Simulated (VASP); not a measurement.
Runs of VASP 6.6.1 on WC (Qusongite). The structure is that of space group P-6m2 (No. 187), or close to it. The cells are those of the table. 

| cell | gap on the mesh (eV) | pressure (GPa) |
| --- | --- | --- |
| a = 2.819, b = 2.819, c = 3.015 Å, angles 90.0, 90.0, 120.0°, 2 atoms | none | 5.5 |
| a = 2.863, b = 2.863, c = 2.924 Å, angles 90.0, 90.0, 120.0°, 2 atoms | none | (a) |
| a = 2.994, b = 2.994, c = 2.674 Å, angles 90.0, 90.0, 120.0°, 2 atoms | none | (b) |
| a = 2.950, b = 2.950, c = 2.753 Å, angles 90.0, 90.0, 120.0°, 2 atoms | none | 9.2 |
| a = 2.906, b = 2.907, c = 2.837 Å, angles 90.0, 90.0, 120.0°, 2 atoms | none | 6.8 |

Alike in all rows: task single point; level PBE; potentials or basis VASP PAW PBE potentials, release 64 (W_sv, C); no spin polarisation; k mesh 14 × 14 × 12; cutoff (eV) 520; smearing methfessel-paxton 0.1 eV.

Task: Estimate the missing entries.

Result: (a) 5.4; (b) 13.0.

Caveats: spin-orbit coupling is left out, which moves the levels of the heavy elements.

A k mesh can miss the band edges, and the runs leave out spin-orbit coupling on W.

A gap of «none» marks levels without a gap at the run's occupations.
